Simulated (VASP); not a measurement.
# AlRh (Pm-3m) in VASP: further runs

AlRh is run at these levels: LDA; tasks: single point.

All numbers are computed with VASP 6.6.1; they aren't measurements. Logs are shortened: lines on timing, memory, paths and dates and some standing lists are left out, and cuts for length are marked.

### Step 1. The cell of the first run

It takes space group Pm-3m (No. 221, cubic). Conventional cell: a = 2.948 Å, b = 2.948 Å, c = 2.948 Å, α = 90.00°, β = 90.00°, γ = 90.00°. Al (site symmetry m-3m) has 8 Rh at 2.55 Å and 6 Al at 2.95 Å within 3.4 Å. Rh (site symmetry m-3m) has 8 Al at 2.55 Å and 6 Rh at 2.95 Å within 3.4 Å.

### Step 2. Single point, LDA

Input file INCAR:

```
SYSTEM = AlRh
PREC = Accurate
ENCUT = 500
EDIFF = 1E-6
ISMEAR = 0
SIGMA = 0.1
LREAL = .FALSE.
LASPH = .TRUE.
NELM = 120
ALGO = Normal
ISIF = 2
LWAVE = .FALSE.
LCHARG = .FALSE.
NBANDS = 16
GGA_COMPAT = .FALSE.
```

Input file KPOINTS:

```
Automatic mesh
0
G
  9 9 9
  0 0 0
```

Input file POSCAR:

```
AlRh
1.0
    2.9481577983      0.0000000000      0.0000000000
    0.0000000000      2.9481577983      0.0000000000
    0.0000000000      0.0000000000      2.9481577983
Al Rh
1 1
Direct
    0.0000000000      0.0000000000      0.0000000000
    0.5000000000      0.5000000000      0.5000000000
```

Potentials or basis: VASP PAW LDA potentials, release 64 (Al, Rh_pv).

Command:

```sh
$ cat potpaw_LDA.64/Al/POTCAR potpaw_LDA.64/Rh_pv/POTCAR > POTCAR
$ mpirun -np 1 vasp_std > vasp.out
```

OUTCAR:

```text
SYSTEM = AlRh
   PREC = Accurate
   ENCUT = 500
   EDIFF = 1E-6
   ISMEAR = 0
   LREAL = .FALSE.
   LASPH = .TRUE.
   NELM = 120
   ISIF = 2

 ion  position               nearest neighbor table
   1  0.000  0.000  0.000-   2 2.55   2 2.55   2 2.55   2 2.55   2 2.55   2 2.55   2 2.55   2 2.55

   2  0.500  0.500  0.500-   1 2.55   1 2.55   1 2.55   1 2.55   1 2.55   1 2.55   1 2.55   1 2.55

  LATTYP: Found a simple cubic cell.
 ALAT       =     2.9481577983

  Lattice vectors:

 A1 = (   2.9481577983,   0.0000000000,   0.0000000000)
 A2 = (   0.0000000000,   2.9481577983,   0.0000000000)
 A3 = (   0.0000000000,   0.0000000000,   2.9481577983)

Analysis of symmetry for initial positions (statically):
=====================================================================
 Subroutine PRICEL returns:
 Original cell was already a primitive cell.

 Routine SETGRP: Setting up the symmetry group for a
 simple cubic supercell.

 Subroutine GETGRP returns: Found 48 space group operations
 (whereof 48 operations were pure point group operations)
 out of a pool of 48 trial point group operations.

The static configuration has the point symmetry O_h .

Analysis of symmetry for dynamics (positions and initial velocities):
=====================================================================
 Subroutine PRICEL returns:
 Original cell was already a primitive cell.

 Routine SETGRP: Setting up the symmetry group for a
 simple cubic supercell.

 Subroutine GETGRP returns: Found 48 space group operations
 (whereof 48 operations were pure point group operations)
 out of a pool of 48 trial point group operations.

The dynamic configuration has the point symmetry O_h .

 Subroutine INISYM returns: Found 48 space group operations
 (whereof 48 operations are pure point group operations),
 and found     1 'primitive' translations

----------------------------------------------------------------------------------------

                                     Primitive cell

  volume of cell :      25.6243

  direct lattice vectors                    reciprocal lattice vectors
     2.948157798  0.000000000  0.000000000     0.339194870  0.000000000  0.000000000
     0.000000000  2.948157798  0.000000000     0.000000000  0.339194870  0.000000000
     0.000000000  0.000000000  2.948157798     0.000000000  0.000000000  0.339194870

  length of vectors
     2.948157798  2.948157798  2.948157798     0.339194870  0.339194870  0.339194870

  position of ions in fractional coordinates (direct lattice)
     0.000000000  0.000000000  0.000000000
     0.500000000  0.500000000  0.500000000

  ion indices of the primitive-cell ions
   primitive index   ion index
                 1           1
                 2           2

----------------------------------------------------------------------------------------

 KPOINTS: Automatic mesh

Automatic generation of k-mesh.
 Grid dimensions read from file:
 generate k-points for:    9    9    9

 Generating k-lattice:

  Cartesian coordinates                     Fractional coordinates (reciprocal lattice)
     0.037688319  0.000000000  0.000000000     0.111111111  0.000000000  0.000000000
     0.000000000  0.037688319  0.000000000     0.000000000  0.111111111  0.000000000
     0.000000000  0.000000000  0.037688319     0.000000000  0.000000000  0.111111111

  Length of vectors
     0.037688319  0.037688319  0.037688319

  Shift w.r.t. Gamma in fractional coordinates (k-lattice)
     0.000000000  0.000000000  0.000000000

 Subroutine IBZKPT returns following result:
 ===========================================

 Found     35 irreducible k-points:

 Following reciprocal coordinates:
            Coordinates               Weight
  0.000000  0.000000  0.000000      1.000000
  0.111111  0.000000  0.000000      6.000000
  0.222222  0.000000  0.000000      6.000000
  0.333333  0.000000  0.000000      6.000000
  0.444444  0.000000  0.000000      6.000000
  0.111111  0.111111  0.000000     12.000000
[... 16 lines left out ...]
  0.333333  0.333333  0.111111     24.000000
  0.444444  0.333333  0.111111     48.000000
 [... further k-points ...]
   k-points           NKPTS =     35   k-points in BZ     NKDIM =     35   number of bands    NBANDS=     16
   number of dos      NEDOS =    301   number of ions     NIONS =      2
   total plane-waves  NPLWV =  13824
   dimension x,y,z NGX =    24 NGY =   24 NGZ =   24
   dimension x,y,z NGXF=    48 NGYF=   48 NGZF=   48
   ions per type =               1   1
   NGX,Y,Z   is equivalent  to a cutoff of  13.53, 13.53, 13.53 a.u.
   NGXF,Y,Z  is equivalent  to a cutoff of  27.07, 27.07, 27.07 a.u.
 SYSTEM =  AlRh
   PREC   = accura    normal or accurate (medium, high low for compatibility)
   ISTART =      0    job   : 0-new  1-cont  2-samecut
   ICHARG =      2    charge: 1-file 2-atom 10-const
   ISPIN  =      1    spin polarized calculation?
   LNONCOLLINEAR =      F non collinear calculations
   LSORBIT =      F    spin-orbit coupling
   LASPH  =      T    aspherical Exc in radial PAW
   ENCUT  =  500.0 eV  36.75 Ry    6.06 a.u.   5.38  5.38  5.38*2*pi/ulx,y,z
   NELM   =    120;   NELMIN=  2; NELMDL= -5     # of ELM steps
   EDIFF  = 0.1E-05   stopping-criterion for ELM
   LREAL  =      F    real-space projection
   EDIFFG = 0.1E-04   stopping-criterion for IOM
   NSW    =      0    number of steps for IOM
   IBRION =     -1    ionic relax: 0-MD 1-quasi-New 2-CG
   NFREE  =      0    steps in history (QN), initial steepest desc. (CG)
   ISIF   =      2    stress and relaxation
   ISYM   =      2    0-nonsym 1-usesym 2-fastsym
   POTIM  = 0.5000    time-step for ionic-motion
   TEBEG  =    0.0;   TEEND  =   0.0 temperature during run
   PSTRESS=    0.0 pullay stress
   NELECT =      18.0000    total number of electrons
   NUPDOWN=      -1.0000    fix difference up-down
   EMIN   =  10.00;   EMAX   =-10.00  energy-range for DOS
   EFERMI =   0.00;   METHOD = LEGACY
   ISMEAR =     0;   SIGMA  =   0.10  broadening in eV -4-tet -1-fermi 0-gaus
   EFERMI_NEDOS =   21; number of points for ismear=-14 and -15
   IALGO  =     38    algorithm
   IMIX   =      4    mixing-type and parameters
     AMIX     =   0.40;   BMIX     =  1.00
     AMIX_MAG =   1.60;   BMIX_MAG =  1.00
  volume/ion in A,a.u.               =      12.81        86.46
  Fermi-wavevector in a.u.,A,eV,Ry     =   1.455286  2.750091 28.815188  2.117857
  Thomas-Fermi vector in A             =   2.572338
   LORBIT       =      0    0 simple, 1 ext, 2 COOP (PROOUT), +10 PAW based schemes
   GGA     = CA    functional components
   LHFCALC =     F    Hartree Fock is set to
   AEXX    =    0.0000 exact exchange contribution
   IVDW    =     0    specifies the selected vdW correction
   LEPSILON=     F    determine dielectric tensor
   LRPA    =     F    only Hartree local field effects (RPA)
 non-spin polarized calculation
 Gauss-broadening in eV      SIGMA  =   0.10
  energy-cutoff  :      500.00
  volume of cell :       25.62
 maximum number of plane-waves:       666
 NGX is ok and might be reduce to    24
   NGX = 11   NGY = 11   NGZ = 11

 number of electron      18.0000003 magnetization

 Free energy of the ion-electron system (eV)
  ---------------------------------------------------
  ext. energy  EPLUGINS =         0.00000000
  ---------------------------------------------------
  free energy    TOTEN  =       -15.10909404 eV

  energy without entropy =      -15.10785227  energy(sigma->0) =      -15.10847315

 E-fermi :  11.8450     XC(G=0): -13.0430

 val. band max:       11.7770794939   @ k =   0.4444   0.4444   0.1111
 cond. band min:      12.0369315547   @ k =   0.4444   0.3333   0.0000
 fundamental gap:      0.2598520608
 Fermi energy:        11.8449942391

 k-point     1 :       0.0000    0.0000    0.0000
  band No.  band energies     occupation
      1     -34.6855      2.00000
      2     -34.6855      2.00000
      3     -34.6855      2.00000
      4       0.8524      2.00000
      5       6.7082      2.00000
      6       6.7082      2.00000
[... 8 lines left out ...]
     15      26.1104      0.00000
     16      31.3814      0.00000

 k-point     2 :       0.1111    0.0000    0.0000
  band No.  band energies     occupation
      1     -34.7056      2.00000
      2     -34.6838      2.00000
      3     -34.6838      2.00000
      4       1.0917      2.00000
      5       6.7835      2.00000
      6       6.7923      2.00000
[... 8 lines left out ...]
     15      26.8900      0.00000
     16      30.1576      0.00000

 k-point     3 :       0.2222    0.0000    0.0000
  band No.  band energies     occupation
      1     -34.7561      2.00000
      2     -34.6796      2.00000
      3     -34.6796      2.00000
      4       1.7843      2.00000
      5       6.9012      2.00000
      6       6.9833      2.00000
[... 8 lines left out ...]
     15      28.0509      0.00000
     16      28.0509      0.00000

 k-point     4 :       0.3333    0.0000    0.0000
  band No.  band energies     occupation
      1     -34.8132      2.00000
      2     -34.6749      2.00000
      3     -34.6749      2.00000
      4       2.8559      2.00000
      5       6.6067      2.00000
      6       7.2292      2.00000
[... 8 lines left out ...]
     15      25.9115      0.00000
     16      25.9115      0.00000
[... 324 lines left out ...]
 k-point    22 :       0.4444    0.2222    0.1111
  band No.  band energies     occupation
      1     -34.8396      2.00000
      2     -34.7379      2.00000
      3     -34.6849      2.00000
      4       4.6995      2.00000
      5       6.0694      2.00000
      6       7.8219      2.00000
[... 8 lines left out ...]
     15      25.0257      0.00000
     16      27.1800      0.00000

 k-point    23 :       0.3333    0.3333    0.1111
  band No.  band energies     occupation
      1     -34.7982      2.00000
      2     -34.7957      2.00000
      3     -34.6831      2.00000
      4       4.3224      2.00000
      5       6.7249      2.00000
      6       7.8998      2.00000
[... 8 lines left out ...]
     15      25.4275      0.00000
     16      25.6905      0.00000

 k-point    24 :       0.4444    0.3333    0.1111
  band No.  band energies     occupation
      1     -34.8328      2.00000
      2     -34.7928      2.00000
      3     -34.6798      2.00000
      4       4.7261      2.00000
      5       6.6815      2.00000
      6       7.8590      2.00000
[... 8 lines left out ...]
     15      24.6701      0.00000
     16      27.1989      0.00000

 [... further k-points ...]

------------------------ aborting loop because EDIFF is reached ----------------------------------------

  FORCE on cell =-STRESS in cart. coord.  units (eV):
  Direction    XX          YY          ZZ          XY          YZ          ZX
  --------------------------------------------------------------------------------------
  -------------------------------------------------------------------------------------
  Total        0.1102285      0.1102285      0.1102285      0.0000000     -0.0000000      0.0000000
  in kB        6.8921144      6.8921144      6.8921144      0.0000000     -0.0000000      0.0000000
  external PRESSURE =       6.8921144 kB  Pullay stress =       0.0000000 kB

 VOLUME and BASIS-vectors are now :
 -----------------------------------------------------------------------------
  energy-cutoff  :      500.00
  volume of cell :       25.62
      direct lattice vectors                 reciprocal lattice vectors
     2.948157798  0.000000000  0.000000000     0.339194870  0.000000000  0.000000000
     0.000000000  2.948157798  0.000000000     0.000000000  0.339194870  0.000000000
     0.000000000  0.000000000  2.948157798     0.000000000  0.000000000  0.339194870

 POSITION                                       TOTAL-FORCE (eV/Angst)
 -----------------------------------------------------------------------------------
      0.00000      0.00000      0.00000         0.000000      0.000000      0.000000
      1.47408      1.47408      1.47408         0.000000      0.000000      0.000000
 -----------------------------------------------------------------------------------
    total drift:                                0.000000     -0.000000     -0.000000

  FREE ENERGIE OF THE ION-ELECTRON SYSTEM (eV)
  ---------------------------------------------------
  free  energy   TOTEN  =       -15.1090940388 eV

  energy  without entropy=      -15.1078522674  energy(sigma->0) =      -15.10847315
```

It took 3.6 s on 1 thread of Intel Xeon 6975P-C (Granite Rapids), shared host; peak memory 0.13 GiB.

What came out:

| Property | Result |
| --- | --- |
| Free energy | -15.1091 eV |
| Pressure | 0.7 GPa |
| Band gap on the k mesh | zero (band 9 reaches 13.60 eV, above the bottom of band 10 at 11.58 eV) |

### Step 3. Single point, LDA

This run uses another cell than the first one, of 12.62 Å³/atom, 0.985 times its volume.

Input file INCAR:

```
SYSTEM = AlRh
  PREC = Accurate
  ENCUT = 500
  EDIFF = 1E-6
  ISMEAR = 0
  SIGMA = 0.1
  LREAL = .False.
  LASPH = .True.
  NELM = 120
  ALGO = Normal
  ISIF = 2
  LWAVE = .False.
  LCHARG = .False.
  NBANDS = 16
  GGA_COMPAT = .False.
```

Input file KPOINTS:

```
Automatic mesh
0
Gamma
  9 9 9
  0 0 0
```

Input file POSCAR:

```
AlRh
1.0
    2.9333426849      0.0000000000      0.0000000000
    0.0000000000      2.9333426849      0.0000000000
    0.0000000000      0.0000000000      2.9333426849
Al Rh
1 1
Direct
    0.0000000000      0.0000000000      0.0000000000
    0.5000000000      0.5000000000      0.5000000000
```

Potentials or basis: VASP PAW LDA potentials, release 64 (Al, Rh_pv).

Command:

```sh
$ cat potpaw_LDA.64/Al/POTCAR potpaw_LDA.64/Rh_pv/POTCAR > POTCAR
$ mpirun -np 1 vasp_std > vasp.out
```

It took 3.5 s on 1 thread of Intel Xeon 6975P-C (Granite Rapids), shared host; peak memory 0.13 GiB.

Results (log left out):

```yaml
Free_energy: -15.1031 eV
Pressure: 4.3 GPa
Band_gap_on_the_k_mesh: zero (band 9 reaches 13.86 eV, above the bottom of band 10 at 11.83 eV)
```

Levels at points of the mesh, in eV from the Fermi level:
```
           k point  band 5  band 6  band 7  band 8  band 9  band 10  band 11  band 12  band 13  band 14
(0.00, 0.00, 0.00)   -5.25   -5.25   -1.73   -1.73   -1.73     5.21     5.21     5.21     9.90     9.90
```

### Step 4. Single point, LDA

This run uses another cell than the first one, of 13.00 Å³/atom, 1.015 times its volume.

Input file INCAR:

```
ALGO = Normal ; EDIFF = 1E-6
ENCUT = 500 ; GGA_COMPAT = F
ISIF = 2 ; ISMEAR = 0
LASPH = T ; LCHARG = F
LREAL = F ; LWAVE = F
NBANDS = 16 ; NELM = 120
PREC = Accurate ; SIGMA = 0.1
```

Input file KPOINTS:

```
k-points
0
Gamma
  9 9 9
```

Input file POSCAR:

```
AlRh
1.0
    2.9628254915      0.0000000000      0.0000000000
    0.0000000000      2.9628254915      0.0000000000
    0.0000000000      0.0000000000      2.9628254915
Al Rh
1 1
Direct
    0.0000000000      0.0000000000      0.0000000000
    0.5000000000      0.5000000000      0.5000000000
```

Command:

```sh
$ cat potpaw_LDA.64/Al/POTCAR potpaw_LDA.64/Rh_pv/POTCAR > POTCAR
$ mpirun -np 1 vasp_std > vasp.out
```

It took 3.7 s on 1 thread of Intel Xeon 6975P-C (Granite Rapids), shared host; peak memory 0.13 GiB.

Results (log left out):

| Property | Result |
| --- | --- |
| Free energy | -15.1068 eV |
| Pressure | -2.6 GPa |
| Band gap on the k mesh | zero (band 9 reaches 13.35 eV, above the bottom of band 10 at 11.34 eV) |

Levels at points of the mesh, in eV from the Fermi level:
| k point | band 6 | band 7 | band 8 | band 9 | band 10 | band 11 | band 12 | band 13 |
| --- | --- | --- | --- | --- | --- | --- | --- | --- |
| (0.00, 0.00, 0.00) | -5.02 | -1.66 | -1.66 | -1.66 | 5.12 | 5.12 | 5.12 | 9.78 |

### Step 5. The runs side by side

| cell | gap on the mesh (eV) | pressure (GPa) |
| --- | --- | --- |
| a = 2.948 Å, 2 atoms | none | 0.7 |
| a = 2.933 Å, 2 atoms | none | 4.3 |
| a = 2.963 Å, 2 atoms | none | -2.6 |

Alike in all rows: task single point; level LDA; potentials or basis VASP PAW LDA potentials, release 64 (Al, Rh_pv); no spin polarisation; k mesh 9 × 9 × 9; cutoff (eV) 500; smearing gaussian 0.1 eV.

Total energies depend on the potentials used, so only differences within one code and one set of settings carry meaning.
